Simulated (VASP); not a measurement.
Input of a VASP 6.6.1 run:

The input INCAR:

```
SYSTEM = AlN
ALGO = Normal ; EDIFF = 1E-6
ENCUT = 520 ; ISIF = 2
ISMEAR = -1 ; LASPH = .TRUE.
LCHARG = .FALSE. ; LREAL = .FALSE.
LWAVE = .FALSE. ; NBANDS = 11
NELM = 100 ; PREC = Accurate
SIGMA = 0.05
```

KPOINTS

```
k-points
0
G
  10 10 10
  0 0 0
```

File POSCAR:

```
AlN
1.0
    0.0000000000      2.2268278375      2.2268278375
    2.2268278375      0.0000000000      2.2268278375
    2.2268278375      2.2268278375      0.0000000000
Al N
1 1
Direct
    0.0000000000      0.0000000000      0.0000000000
    0.2500000000      0.2500000000      0.2500000000
```

Potentials or basis: VASP PAW LDA potentials, release 64 (Al, N).

Command:

```bash
$ cat potpaw_LDA.64/Al/POTCAR potpaw_LDA.64/N/POTCAR > POTCAR
$ mpirun -np 1 vasp_std > vasp.out
```

(1) Estimate the band gap on the k mesh.

(2) What does it give for the pressure?

Results:

(1) 3.20 eV, indirect (least direct gap 3.73 eV).

(2) -13.4 GPa.
